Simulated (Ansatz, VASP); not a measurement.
**Two plane-wave programs on I**

```
I
1.0
     0.00000    3.16725    3.16725
     3.16725    0.00000    3.16725
     3.16725    3.16725    0.00000
I
2
Direct
  0.87500 0.87500 0.87500
  0.12500 0.12500 0.12500
```

Change from the starting cell: volume scaled by 0.52, PAW files.

Alike in both runs: task single point; functional PBE; k mesh 10 × 10 × 10; occupations fermi-dirac, width 0.1 eV; no spin polarisation.

|  | VASP | Ansatz |
| --- | --- | --- |
| version | VASP 6.6.1 | Ansatz 0.2.0 |
| potentials or method | VASP PAW PBE potentials, release 64 (I) | PAW with Ansatz's default frozen-core files, scalar-relativistic |
| plane-wave cutoff (eV) | 520 | 420 |
| valence electrons in the cell | 14 | 34 |

```tsv
	VASP	Ansatz	Ansatz less VASP
pressure (GPa)	31.7	31.8	+0.07
```

Both programs put the cell under a high pressure, so it lies far from rest at this level. VASP's potentials hold 14 valence electrons a cell and Ansatz's 34, so a difference there can come from the potentials and not from the codes.

Spin-orbit coupling is off throughout.
